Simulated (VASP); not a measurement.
# Yb (I4/mmm) in VASP: a series of runs, part 2 of 2

VASP 6.6.1. Earlier steps stand in the parts before.

### Step 3. Single point, PBE (39.91 Å³/atom)

Input file INCAR:

```
  PREC = Accurate
  ENCUT = 520
  EDIFF = 1E-6
  ISMEAR = 0
  SIGMA = 0.15
  LREAL = False
  LASPH = True
  NELM = 80
  ALGO = Fast
  ISIF = 2
  LWAVE = False
  LCHARG = False
  GGA = PE
  NBANDS = 18
```

Input file KPOINTS:

```
regular mesh
0
Gamma
  16 16 16
```

Input file POSCAR:

```
Yb
1.0
    0.0000000000      2.9300998539      2.3241552041
    2.9300998539      0.0000000000      2.3241552041
    2.9300998539      2.9300998539      0.0000000000
Yb
1
Direct
    0.0000000000      0.0000000000      0.0000000000
```

Potentials or basis: VASP PAW PBE potentials, release 64 (Yb).

The run is started by

```console
$ cat potpaw_PBE.64/Yb/POTCAR > POTCAR
$ mpirun -np 1 vasp_std > vasp.out
```

OUTCAR:

```text
PREC = Accurate
   ENCUT = 520
   EDIFF = 1E-6
   ISMEAR = 0
   LREAL = False
   LASPH = True
   NELM = 80
   ISIF = 2
   GGA = PE

 ion  position               nearest neighbor table
   1  0.000  0.000  0.000-

  LATTYP: Found a body centered tetragonal cell.
 ALAT       =     4.1437869525
 C/A-ratio  =     1.1217541977

  Lattice vectors:

 A1 = (   0.0000000000,  -2.9300998539,  -2.3241552041)
 A2 = (   0.0000000000,   2.9300998539,  -2.3241552041)
 A3 = (   2.9300998539,   0.0000000000,   2.3241552041)

Analysis of symmetry for initial positions (statically):
=====================================================================
 Subroutine PRICEL returns:
 Original cell was already a primitive cell.

 Routine SETGRP: Setting up the symmetry group for a
 body centered tetragonal supercell.

 Subroutine GETGRP returns: Found 16 space group operations
 (whereof 16 operations were pure point group operations)
 out of a pool of 16 trial point group operations.

The static configuration has the point symmetry D_4h.

Analysis of symmetry for dynamics (positions and initial velocities):
=====================================================================
 Subroutine PRICEL returns:
 Original cell was already a primitive cell.

 Routine SETGRP: Setting up the symmetry group for a
 body centered tetragonal supercell.

 Subroutine GETGRP returns: Found 16 space group operations
 (whereof 16 operations were pure point group operations)
 out of a pool of 16 trial point group operations.

The dynamic configuration has the point symmetry D_4h.

 Subroutine INISYM returns: Found 16 space group operations
 (whereof 16 operations are pure point group operations),
 and found     1 'primitive' translations

----------------------------------------------------------------------------------------

                                     Primitive cell

  volume of cell :      39.9080

  direct lattice vectors                    reciprocal lattice vectors
     0.000000000  2.930099854  2.324155204    -0.170642649  0.170642649  0.215131932
     2.930099854  0.000000000  2.324155204     0.170642649 -0.170642649  0.215131932
     2.930099854  2.930099854  0.000000000     0.170642649  0.170642649 -0.215131932

  length of vectors
     3.739944193  3.739944193  4.143786952     0.323294874  0.323294874  0.323294874

  position of ions in fractional coordinates (direct lattice)
     0.000000000  0.000000000  0.000000000

  ion indices of the primitive-cell ions
   primitive index   ion index
                 1           1

----------------------------------------------------------------------------------------

 KPOINTS: regular mesh

Automatic generation of k-mesh.
 Grid dimensions read from file:
 generate k-points for:   16   16   16

 Generating k-lattice:

  Cartesian coordinates                     Fractional coordinates (reciprocal lattice)
    -0.010665166  0.010665166  0.013445746     0.062500000  0.000000000  0.000000000
     0.010665166 -0.010665166  0.013445746     0.000000000  0.062500000  0.000000000
     0.010665166  0.010665166 -0.013445746    -0.000000000 -0.000000000  0.062500000

  Length of vectors
     0.020205930  0.020205930  0.020205930

  Shift w.r.t. Gamma in fractional coordinates (k-lattice)
     0.000000000  0.000000000  0.000000000

 Subroutine IBZKPT returns following result:
 ===========================================

 Found    349 irreducible k-points:

 Following reciprocal coordinates:
            Coordinates               Weight
  0.000000  0.000000  0.000000      1.000000
  0.062500  0.000000  0.000000      8.000000
  0.125000  0.000000  0.000000      8.000000
  0.187500  0.000000  0.000000      8.000000
  0.250000  0.000000  0.000000      8.000000
  0.312500  0.000000  0.000000      8.000000
[... 16 lines left out ...]
 -0.125000  0.062500  0.000000      8.000000
 -0.062500  0.062500  0.000000      4.000000
 [... further k-points ...]
   k-points           NKPTS =    349   k-points in BZ     NKDIM =    349   number of bands    NBANDS=     18
   number of dos      NEDOS =    301   number of ions     NIONS =      1
   total plane-waves  NPLWV =  25088
   dimension x,y,z NGX =    28 NGY =   28 NGZ =   32
   dimension x,y,z NGXF=    56 NGYF=   56 NGZF=   64
   ions per type =               1
   NGX,Y,Z   is equivalent  to a cutoff of  12.45, 12.45, 12.84 a.u.
   NGXF,Y,Z  is equivalent  to a cutoff of  24.89, 24.89, 25.68 a.u.
 SYSTEM =  unknown system
   PREC   = accura    normal or accurate (medium, high low for compatibility)
   ISTART =      0    job   : 0-new  1-cont  2-samecut
   ICHARG =      2    charge: 1-file 2-atom 10-const
   ISPIN  =      1    spin polarized calculation?
   LNONCOLLINEAR =      F non collinear calculations
   LSORBIT =      F    spin-orbit coupling
   LASPH  =      T    aspherical Exc in radial PAW
   ENCUT  =  520.0 eV  38.22 Ry    6.18 a.u.   6.95  6.95  7.70*2*pi/ulx,y,z
   NELM   =     80;   NELMIN=  2; NELMDL= -5     # of ELM steps
   EDIFF  = 0.1E-05   stopping-criterion for ELM
   LREAL  =      F    real-space projection
   EDIFFG = 0.1E-04   stopping-criterion for IOM
   NSW    =      0    number of steps for IOM
   IBRION =     -1    ionic relax: 0-MD 1-quasi-New 2-CG
   NFREE  =      0    steps in history (QN), initial steepest desc. (CG)
   ISIF   =      2    stress and relaxation
   ISYM   =      2    0-nonsym 1-usesym 2-fastsym
   POTIM  = 0.5000    time-step for ionic-motion
   TEBEG  =    0.0;   TEEND  =   0.0 temperature during run
   PSTRESS=    0.0 pullay stress
   NELECT =      24.0000    total number of electrons
   NUPDOWN=      -1.0000    fix difference up-down
   EMIN   =  10.00;   EMAX   =-10.00  energy-range for DOS
   EFERMI =   0.00;   METHOD = LEGACY
   ISMEAR =     0;   SIGMA  =   0.15  broadening in eV -4-tet -1-fermi 0-gaus
   EFERMI_NEDOS =   21; number of points for ismear=-14 and -15
   IALGO  =     68    algorithm
   IMIX   =      4    mixing-type and parameters
     AMIX     =   0.40;   BMIX     =  1.00
     AMIX_MAG =   1.60;   BMIX_MAG =  1.00
  volume/ion in A,a.u.               =      39.91       269.31
  Fermi-wavevector in a.u.,A,eV,Ry     =   1.381843  2.611304 25.980176  1.909489
  Thomas-Fermi vector in A             =   2.506589
   LORBIT       =      0    0 simple, 1 ext, 2 COOP (PROOUT), +10 PAW based schemes
   GGA     = PE    functional components
   LHFCALC =     F    Hartree Fock is set to
   AEXX    =    0.0000 exact exchange contribution
   IVDW    =     0    specifies the selected vdW correction
   LEPSILON=     F    determine dielectric tensor
   LRPA    =     F    only Hartree local field effects (RPA)
 non-spin polarized calculation
 RMM-DIIS sequential band-by-band and
 Gauss-broadening in eV      SIGMA  =   0.15
  energy-cutoff  :      520.00
  volume of cell :       39.91
 maximum number of plane-waves:      1112
   NGX = 13   NGY = 13   NGZ = 15

 number of electron      24.0000000 magnetization

 Free energy of the ion-electron system (eV)
  ---------------------------------------------------
  ext. energy  EPLUGINS =         0.00000000
  ---------------------------------------------------
  free energy    TOTEN  =        -3.53502138 eV

  energy without entropy =       -3.51881622  energy(sigma->0) =       -3.52691880

 E-fermi :   1.2641     XC(G=0):  -8.9937

 val. band max:        1.2601583297   @ k =   0.5000   0.4375   0.0625
 cond. band min:       1.2667912417   @ k =  -0.3750   0.4375   0.0625
 fundamental gap:      0.0066329120
 Fermi energy:         1.2641178882

 k-point     1 :       0.0000    0.0000    0.0000
  band No.  band energies     occupation
      1     -50.5490      2.00000
      2     -22.7929      2.00000
      3     -22.7928      2.00000
      4     -22.7914      2.00000
      5      -3.6639      2.00000
      6       0.8374      1.99994
[... 10 lines left out ...]
     17       6.2554      0.00000
     18      10.8256      0.00000

 k-point     2 :       0.0625    0.0000    0.0000
  band No.  band energies     occupation
      1     -50.5486      2.00000
      2     -22.8017      2.00000
      3     -22.7955      2.00000
      4     -22.7920      2.00000
      5      -3.5800      2.00000
      6       0.8383      1.99994
[... 10 lines left out ...]
     17       6.1995      0.00000
     18      11.0232      0.00000
[... 442 lines left out ...]
 k-point    24 :      -0.0625    0.0625    0.0000
  band No.  band energies     occupation
      1     -50.5482      2.00000
      2     -22.8072      2.00000
      3     -22.7986      2.00000
      4     -22.7979      2.00000
      5      -3.4773      2.00000
      6       0.8414      1.99993
[... 10 lines left out ...]
     17       6.0675      0.00000
     18      11.2358      0.00000

 [... further k-points ...]

------------------------ aborting loop because EDIFF is reached ----------------------------------------

  FORCE on cell =-STRESS in cart. coord.  units (eV):
  Direction    XX          YY          ZZ          XY          YZ          ZX
  --------------------------------------------------------------------------------------
  -------------------------------------------------------------------------------------
  Total       -1.1957922     -1.1957922     -1.2211183      0.0000000      0.0000000     -0.0000000
  in kB      -48.0071956    -48.0071956    -49.0239561      0.0000000      0.0000000     -0.0000000
  external PRESSURE =     -48.3461158 kB  Pullay stress =       0.0000000 kB

 VOLUME and BASIS-vectors are now :
 -----------------------------------------------------------------------------
  energy-cutoff  :      520.00
  volume of cell :       39.91
      direct lattice vectors                 reciprocal lattice vectors
     0.000000000  2.930099854  2.324155204    -0.170642649  0.170642649  0.215131932
     2.930099854  0.000000000  2.324155204     0.170642649 -0.170642649  0.215131932
     2.930099854  2.930099854  0.000000000     0.170642649  0.170642649 -0.215131932

 POSITION                                       TOTAL-FORCE (eV/Angst)
 -----------------------------------------------------------------------------------
      0.00000      0.00000      0.00000         0.000000      0.000000     -0.000000
 -----------------------------------------------------------------------------------
    total drift:                                0.000000      0.000000      0.000000

  FREE ENERGIE OF THE ION-ELECTRON SYSTEM (eV)
  ---------------------------------------------------
  free  energy   TOTEN  =        -3.5350213756 eV

  energy  without entropy=       -3.5188162221  energy(sigma->0) =       -3.52691880
```

It took 6.2 min on 1 thread of Intel Xeon 6975P-C (Granite Rapids), shared host; peak memory 0.41 GiB.

What came out:

* Free energy: -3.5350 eV
* Pressure: -4.8 GPa
* Band gap on the k mesh: zero (bands 12 and 13 overlap by 0.39 eV)

Levels at points of the mesh, in eV from the Fermi level:
```
           k point  band 8  band 9  band 10  band 11  band 12  band 13  band 14  band 15  band 16  band 17
(0.00, 0.00, 0.00)   -0.39   -0.32    -0.30    -0.30    -0.28     2.60     2.60     3.39     3.91     4.99
(0.50, 0.00, 0.00)   -0.38   -0.34    -0.32    -0.30    -0.29     0.26     1.67     3.68     5.27     6.70
(0.50, 0.50, 0.00)   -0.38   -0.38    -0.30    -0.30    -0.30    -0.17     3.37     5.26     5.27     6.19
(0.50, 0.00, 0.50)   -0.37   -0.34    -0.33    -0.31    -0.30     0.67     0.85     4.84     5.56     6.93
```

Caveat: the cell stands under tension; spin-orbit coupling is left out, which moves the levels of the heavy elements.

### Step 4. Single point, PBE (39.91 Å³/atom)

Input file INCAR:

```
SYSTEM = Yb
  PREC = Accurate
  ENCUT = 520
  EDIFF = 1E-7
  ISMEAR = 0
  SIGMA = 0.15
  LREAL = .False.
  LASPH = .True.
  NELM = 80
  ALGO = Fast
  ISIF = 2
  LWAVE = .False.
  LCHARG = .False.
  GGA = PE
  NBANDS = 18
```

Input file KPOINTS:

```
Automatic mesh
0
Gamma
  16 16 16
  0 0 0
```

Input file POSCAR:

```
Yb
1.0
    0.0000000000      2.6433937811      2.8556583017
    2.6433937811      0.0000000000      2.8556583017
    2.6433937811      2.6433937811      0.0000000000
Yb
1
Direct
    0.0000000000      0.0000000000      0.0000000000
```

Potentials or basis: VASP PAW PBE potentials, release 64 (Yb).

The run is started by

```console
$ cat potpaw_PBE.64/Yb/POTCAR > POTCAR
$ mpirun -np 1 vasp_std > vasp.out
```

OUTCAR:

```text
SYSTEM = Yb
   PREC = Accurate
   ENCUT = 520
   EDIFF = 1E-7
   ISMEAR = 0
   LREAL = .False.
   LASPH = .True.
   NELM = 80
   ISIF = 2
   GGA = PE

 ion  position               nearest neighbor table
   1  0.000  0.000  0.000-

  LATTYP: Found a body centered tetragonal cell.
 ALAT       =     3.7383233359
 C/A-ratio  =     1.5277749114

  Lattice vectors:

 A1 = (  -2.6433937811,   0.0000000000,   2.8556583017)
 A2 = (   2.6433937811,   0.0000000000,   2.8556583017)
 A3 = (   0.0000000000,   2.6433937811,  -2.8556583017)

Analysis of symmetry for initial positions (statically):
=====================================================================
 Subroutine PRICEL returns:
 Original cell was already a primitive cell.

 Routine SETGRP: Setting up the symmetry group for a
 body centered tetragonal supercell.

 Subroutine GETGRP returns: Found 16 space group operations
 (whereof 16 operations were pure point group operations)
 out of a pool of 16 trial point group operations.

The static configuration has the point symmetry D_4h.
[... 148 lines left out ...]
 NGX is ok and might be reduce to    30
   NGX = 15   NGY = 15   NGZ = 13

 number of electron      23.9999997 magnetization

 Free energy of the ion-electron system (eV)
  ---------------------------------------------------
  ext. energy  EPLUGINS =         0.00000000
  ---------------------------------------------------
  free energy    TOTEN  =        -3.53709906 eV

  energy without entropy =       -3.51999326  energy(sigma->0) =       -3.52854616

 E-fermi :   1.2758     XC(G=0):  -8.9949

 val. band max:        1.2697028178   @ k =  -0.2500   0.2500   0.5000
 cond. band min:       1.2829223583   @ k =  -0.3750   0.0625   0.3125
 fundamental gap:      0.0132195405
 Fermi energy:         1.2758046168

 k-point     1 :       0.0000    0.0000    0.0000
  band No.  band energies     occupation
      1     -50.5458      2.00000
      2     -22.7960      2.00000
      3     -22.7895      2.00000
      4     -22.7895      2.00000
      5      -3.6698      2.00000
      6       0.8325      1.99997
[... 481 lines left out ...]
      5      -3.4415      2.00000
      6       0.8347      1.99997
[... 10 lines left out ...]
     17       6.0597      0.00000
     18      10.9167      0.00000

 [... further k-points ...]
[... 5 lines left out ...]
  --------------------------------------------------------------------------------------
  -------------------------------------------------------------------------------------
  Total       -0.4289875     -0.4289875     -0.6717739      0.0000000      0.0000000     -0.0000000
  in kB      -17.2224609    -17.2224609    -26.9695545      0.0000000      0.0000000     -0.0000000
  external PRESSURE =     -20.4714921 kB  Pullay stress =       0.0000000 kB

 VOLUME and BASIS-vectors are now :
 -----------------------------------------------------------------------------
  energy-cutoff  :      520.00
  volume of cell :       39.91
      direct lattice vectors                 reciprocal lattice vectors
     0.000000000  2.643393781  2.855658302    -0.189150782  0.189150782  0.175090976
     2.643393781  0.000000000  2.855658302     0.189150782 -0.189150782  0.175090976
     2.643393781  2.643393781  0.000000000     0.189150782  0.189150782 -0.175090976

 POSITION                                       TOTAL-FORCE (eV/Angst)
 -----------------------------------------------------------------------------------
      0.00000      0.00000      0.00000        -0.000000      0.000000      0.000000
 -----------------------------------------------------------------------------------
    total drift:                               -0.000000     -0.000000      0.000000

  FREE ENERGIE OF THE ION-ELECTRON SYSTEM (eV)
  ---------------------------------------------------
  free  energy   TOTEN  =        -3.5370990625 eV

  energy  without entropy=       -3.5199932583  energy(sigma->0) =       -3.52854616
```

Run time: 9.6 min. Hardware: 1 thread of Intel Xeon 6975P-C (Granite Rapids), shared host; peak memory 0.41 GiB.

What came out:

```yaml
Free_energy: -3.5371 eV
Pressure: -2.0 GPa
Band_gap_on_the_k_mesh: zero (bands 12 and 13 overlap by 0.08 eV)
```

Caveat: spin-orbit coupling is left out, which moves the levels of the heavy elements. Spin polarisation is off, so any magnetic state and its effect on volume and gap are missing.

### Step 5. Summary

```csv
cell,further INCAR settings,gap on the mesh (eV),pressure (GPa)
"a = 3.792, b = 3.792, c = 3.936 Å, angles 58.7, 58.7, 62.5°, 1 atom",ALGO = Fast; EDIFF = 1e-06; NBANDS = 18,none,-2.1
"a = 3.740, b = 3.740, c = 4.144 Å, angles 56.4, 56.4, 67.3°, 1 atom",ALGO = Fast; EDIFF = 1e-06; NBANDS = 18,none,-4.8
"a = 3.891, b = 3.891, c = 3.738 Å, angles 61.3, 61.3, 57.4°, 1 atom",ALGO = Fast; EDIFF = 1e-07; NBANDS = 18,none,-2.0
```

Alike in all rows: task single point; level PBE; potentials or basis VASP PAW PBE potentials, release 64 (Yb); no spin polarisation; k mesh 16 × 16 × 16; cutoff (eV) 520; smearing gaussian 0.15 eV.

Caveats: spin-orbit coupling is left out, which moves the levels of the heavy elements; the cell stands under tension (at least some runs).

Absolute energies hang on the potentials; compare differences alone.
